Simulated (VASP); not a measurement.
# TiRh3 (Pm-3m) in VASP: further runs

TiRh3 is run at these levels: LDA; tasks: single point, relaxation of cell and atoms.

Program: VASP 6.6.1. These are calculated values, not measurements. Logs are shortened: lines on timing, memory, paths and dates and some standing lists are left out, and cuts for length are marked.

### 1 The cell of the first run

The structure is cubic, space group Pm-3m (No. 221). Conventional cell: a = 3.771 Å, b = 3.771 Å, c = 3.771 Å, α = 90.00°, β = 90.00°, γ = 90.00°. Ti (site symmetry m-3m) has 12 Rh at 2.67 Å within 3.5 Å. Within 3.5 Å of Rh (site symmetry 4/mmm) lie 4 Ti at 2.67 Å and 8 Rh at 2.67 Å.

### 2 Single point, LDA

INCAR

```
ALGO = Fast ; EDIFF = 1E-6
ENCUT = 520 ; GGA = CA
ISIF = 2 ; ISMEAR = 0
LASPH = T ; LCHARG = F
LREAL = F ; LWAVE = F
NBANDS = 36 ; NELM = 100
PREC = Accurate ; SIGMA = 0.1
```

KPOINTS

```
k-points
0
Gamma
  12 12 12
```

POSCAR

```
TiRh3
1.0
    3.7705119591      0.0000000000      0.0000000000
    0.0000000000      3.7705119591      0.0000000000
    0.0000000000      0.0000000000      3.7705119591
Ti Rh
1 3
Direct
    0.0000000000      0.0000000000      0.0000000000
    0.0000000000      0.5000000000      0.5000000000
    0.5000000000      0.0000000000      0.5000000000
    0.5000000000      0.5000000000      0.0000000000
```

Potentials or basis: VASP PAW LDA potentials, release 64 (Ti_sv, Rh_pv).

On the command line:

```bash
$ cat potpaw_LDA.64/Ti_sv/POTCAR potpaw_LDA.64/Rh_pv/POTCAR > POTCAR
$ mpirun -np 1 vasp_std > vasp.out
```

OUTCAR:

```text
EDIFF = 1E-6
   ENCUT = 520
   GGA = CA
   ISIF = 2
   ISMEAR = 0
   LASPH = T
   LREAL = F
   NELM = 100
   PREC = Accurate

 ion  position               nearest neighbor table
   1  0.000  0.000  0.000-   2 2.67   3 2.67   4 2.67   2 2.67   3 2.67   2 2.67   4 2.67   2 2.67
                             3 2.67   4 2.67   3 2.67   4 2.67
   2  0.000  0.500  0.500-   1 2.67   3 2.67   4 2.67   1 2.67   4 2.67   1 2.67   3 2.67   1 2.67
                             3 2.67   4 2.67   4 2.67   3 2.67
   3  0.500  0.000  0.500-   1 2.67   2 2.67   4 2.67   1 2.67   4 2.67   2 2.67   4 2.67   4 2.67
                             1 2.67   2 2.67   1 2.67   2 2.67
   4  0.500  0.500  0.000-   1 2.67   2 2.67   3 2.67   2 2.67   3 2.67   1 2.67   3 2.67   3 2.67
                             1 2.67   2 2.67   2 2.67   1 2.67

  LATTYP: Found a simple cubic cell.
 ALAT       =     3.7705119591

  Lattice vectors:

 A1 = (   3.7705119591,   0.0000000000,   0.0000000000)
 A2 = (   0.0000000000,   3.7705119591,   0.0000000000)
 A3 = (   0.0000000000,   0.0000000000,   3.7705119591)

Analysis of symmetry for initial positions (statically):
=====================================================================
 Subroutine PRICEL returns:
 Original cell was already a primitive cell.

 Routine SETGRP: Setting up the symmetry group for a
 simple cubic supercell.

 Subroutine GETGRP returns: Found 48 space group operations
 (whereof 48 operations were pure point group operations)
 out of a pool of 48 trial point group operations.

The static configuration has the point symmetry O_h .

Analysis of symmetry for dynamics (positions and initial velocities):
=====================================================================
 Subroutine PRICEL returns:
 Original cell was already a primitive cell.

 Routine SETGRP: Setting up the symmetry group for a
 simple cubic supercell.

 Subroutine GETGRP returns: Found 48 space group operations
 (whereof 48 operations were pure point group operations)
 out of a pool of 48 trial point group operations.

The dynamic configuration has the point symmetry O_h .

 Subroutine INISYM returns: Found 48 space group operations
 (whereof 48 operations are pure point group operations),
 and found     1 'primitive' translations
[... 94 lines left out ...]
   LNONCOLLINEAR =      F non collinear calculations
   LSORBIT =      F    spin-orbit coupling
   LASPH  =      T    aspherical Exc in radial PAW
   ENCUT  =  520.0 eV  38.22 Ry    6.18 a.u.   7.01  7.01  7.01*2*pi/ulx,y,z
   NELM   =    100;   NELMIN=  2; NELMDL= -5     # of ELM steps
   EDIFF  = 0.1E-05   stopping-criterion for ELM
   LREAL  =      F    real-space projection
   EDIFFG = 0.1E-04   stopping-criterion for IOM
   NSW    =      0    number of steps for IOM
   IBRION =     -1    ionic relax: 0-MD 1-quasi-New 2-CG
   NFREE  =      0    steps in history (QN), initial steepest desc. (CG)
   ISIF   =      2    stress and relaxation
   ISYM   =      2    0-nonsym 1-usesym 2-fastsym
   POTIM  = 0.5000    time-step for ionic-motion
   TEBEG  =    0.0;   TEEND  =   0.0 temperature during run
   PSTRESS=    0.0 pullay stress
   NELECT =      57.0000    total number of electrons
   NUPDOWN=      -1.0000    fix difference up-down
   EMIN   =  10.00;   EMAX   =-10.00  energy-range for DOS
   EFERMI =   0.00;   METHOD = LEGACY
   ISMEAR =     0;   SIGMA  =   0.10  broadening in eV -4-tet -1-fermi 0-gaus
   EFERMI_NEDOS =   21; number of points for ismear=-14 and -15
   IALGO  =     68    algorithm
   IMIX   =      4    mixing-type and parameters
     AMIX     =   0.40;   BMIX     =  1.00
     AMIX_MAG =   1.60;   BMIX_MAG =  1.00
  volume/ion in A,a.u.               =      13.40        90.44
  Fermi-wavevector in a.u.,A,eV,Ry     =   1.670960  3.157657 37.988939  2.792108
  Thomas-Fermi vector in A             =   2.756366
   LORBIT       =      0    0 simple, 1 ext, 2 COOP (PROOUT), +10 PAW based schemes
   GGA     = CA    functional components
   LHFCALC =     F    Hartree Fock is set to
   AEXX    =    0.0000 exact exchange contribution
   IVDW    =     0    specifies the selected vdW correction
   LEPSILON=     F    determine dielectric tensor
   LRPA    =     F    only Hartree local field effects (RPA)
 non-spin polarized calculation
 RMM-DIIS sequential band-by-band and
 Gauss-broadening in eV      SIGMA  =   0.10
  energy-cutoff  :      520.00
  volume of cell :       53.60
 maximum number of plane-waves:      1472
   NGX = 15   NGY = 15   NGZ = 15

 number of electron      57.0000024 magnetization

 Free energy of the ion-electron system (eV)
  ---------------------------------------------------
  ext. energy  EPLUGINS =         0.00000000
  ---------------------------------------------------
  free energy    TOTEN  =       -37.21425247 eV

  energy without entropy =      -37.19722762  energy(sigma->0) =      -37.20574004

 E-fermi :  11.6924     XC(G=0): -14.1593

 val. band max:       11.6854142326   @ k =   0.1667   0.0833   0.0000
 cond. band min:      11.7037934354   @ k =   0.3333   0.0833   0.0833
 fundamental gap:      0.0183792028
 Fermi energy:        11.6924422578

 k-point     1 :       0.0000    0.0000    0.0000
  band No.  band energies     occupation
      1     -44.4689      2.00000
      2     -34.7533      2.00000
      3     -34.7533      2.00000
      4     -34.7533      2.00000
      5     -34.4188      2.00000
      6     -34.4188      2.00000
[... 925 lines left out ...]
     35      15.0848      0.00000
     36      17.0416      0.00000

 [... further k-points ...]

------------------------ aborting loop because EDIFF is reached ----------------------------------------

  FORCE on cell =-STRESS in cart. coord.  units (eV):
  Direction    XX          YY          ZZ          XY          YZ          ZX
  --------------------------------------------------------------------------------------
  -------------------------------------------------------------------------------------
  Total        0.2641476      0.2641476      0.2641476      0.0000000      0.0000000     -0.0000000
  in kB        7.8950754      7.8950754      7.8950754      0.0000000      0.0000000     -0.0000000
  external PRESSURE =       7.8950754 kB  Pullay stress =       0.0000000 kB

 VOLUME and BASIS-vectors are now :
 -----------------------------------------------------------------------------
  energy-cutoff  :      520.00
  volume of cell :       53.60
      direct lattice vectors                 reciprocal lattice vectors
     3.770511959  0.000000000  0.000000000     0.265215974  0.000000000  0.000000000
     0.000000000  3.770511959  0.000000000     0.000000000  0.265215974  0.000000000
     0.000000000  0.000000000  3.770511959     0.000000000  0.000000000  0.265215974

 POSITION                                       TOTAL-FORCE (eV/Angst)
 -----------------------------------------------------------------------------------
      0.00000      0.00000      0.00000         0.000000      0.000000      0.000000
      0.00000      1.88526      1.88526         0.000000      0.000000      0.000000
      1.88526      0.00000      1.88526         0.000000      0.000000      0.000000
      1.88526      1.88526      0.00000         0.000000      0.000000      0.000000
 -----------------------------------------------------------------------------------
    total drift:                                0.000000      0.000000      0.000000

  FREE ENERGIE OF THE ION-ELECTRON SYSTEM (eV)
  ---------------------------------------------------
  free  energy   TOTEN  =       -37.2142524726 eV

  energy  without entropy=      -37.1972276173  energy(sigma->0) =      -37.20574004
```

Wall time 2.8 min (1 thread of Intel Xeon Platinum 8488C (Sapphire Rapids), shared host); peak memory 0.23 GiB.

What came out:

```
Free energy            : -37.2143 eV
Pressure               : 0.8 GPa
Band gap on the k mesh : zero (an odd number of electrons rules out a gap without spin polarisation)
```

Levels at points of the mesh, in eV from the Fermi level:
```
           k point  band 26  band 27  band 28  band 29  band 30  band 31  band 32  band 33
(0.00, 0.00, 0.00)     0.90     1.40     1.40     1.40     2.80     2.80     3.50     3.50
(0.50, 0.00, 0.00)    -1.17    -1.17    -0.97     0.12     1.09     1.09     1.41     1.76
(0.50, 0.50, 0.00)    -1.61    -1.61    -1.23    -0.82    -0.78     1.50     1.50     1.60
(0.50, 0.50, 0.50)     0.95     0.95     0.95     1.01     1.17     1.17     1.17     2.67
```

### 3 Relaxation of cell and atoms, LDA

INCAR

```
  PREC = Accurate
  ENCUT = 600
  EDIFF = 1E-6
  ISMEAR = 0
  SIGMA = 0.1
  LREAL = False
  LASPH = True
  NELM = 60
  ALGO = Fast
  ISIF = 3
  LWAVE = False
  LCHARG = False
  IBRION = 2
  NSW = 100
  EDIFFG = -0.005
```

KPOINTS

```
regular mesh
0
Gamma
  12 12 12
```

POSCAR

```
TiRh3
1.0
    3.7708808006      0.0000000000      0.0000000000
    0.0000000000      3.7708808006      0.0000000000
    0.0000000000      0.0000000000      3.7708808006
Ti Rh
1 3
Direct
    0.0000000000      0.0000000000      0.0000000000
    0.0000000000      0.5000000000      0.5000000000
    0.5000000000      0.0000000000      0.5000000000
    0.5000000000      0.5000000000      0.0000000000
```

Potentials or basis: VASP PAW LDA potentials, release 64 (Ti_sv, Rh_pv).

On the command line:

```bash
$ cat potpaw_LDA.64/Ti_sv/POTCAR potpaw_LDA.64/Rh_pv/POTCAR > POTCAR
$ mpirun -np 1 vasp_std > vasp.out
```

It took 5.8 min on 1 thread of Intel Xeon Platinum 8488C (Sapphire Rapids), shared host; peak memory 0.27 GiB.

Results (log left out):

```
Free energy                           : -37.2140 eV
Relaxed volume                        : 13.43 Å³/atom
Relaxed cell                          : a = 3.774 Å, b = 3.774 Å, c = 3.774 Å, α = 90.00°, β = 90.00°, γ = 90.00°
Space group after relaxing (to 0.1 Å) : Pm-3m (No. 221)
Energy gained by relaxing             : 0.1 meV/atom
Ionic steps                           : 3
Pressure after relaxing               : 0.0 GPa
Band gap on the k mesh                : zero (an odd number of electrons rules out a gap without spin polarisation)
```

The path:
```tsv
step	energy change (eV)	largest force (eV/Å)	pressure (GPa)	volume (Å³)
1	0.0000	0.0000	0.60	53.62
2	0.0009	0.0000	-1.38	54.01
3	-0.0002	0.0000	-0.03	53.74
```

Final structure:
```
Ti Rh
1.0
     3.77367    0.00000    0.00000
     0.00000    3.77367    0.00000
     0.00000    0.00000    3.77367
Ti Rh
1 3
Direct
  0.00000 0.00000 0.00000
  0.00000 0.50000 0.50000
  0.50000 0.00000 0.50000
  0.50000 0.50000 0.00000
```

Levels at points of the mesh, in eV from the Fermi level:
```csv
k point,band 25,band 26,band 27,band 28,band 29,band 30,band 31,band 32,band 33,band 34
"(0.00, 0.00, 0.00)",-0.20,0.89,1.40,1.40,1.40,2.79,2.79,3.49,3.74,3.74
"(0.50, 0.00, 0.00)",-1.31,-1.16,-1.16,-0.97,0.11,1.08,1.08,1.40,1.75,2.08
"(0.50, 0.50, 0.00)",-1.71,-1.61,-1.61,-1.22,-0.81,-0.78,1.49,1.49,1.60,3.56
"(0.50, 0.50, 0.50)",-1.65,0.94,0.94,0.94,1.01,1.17,1.17,1.17,2.66,2.66
```
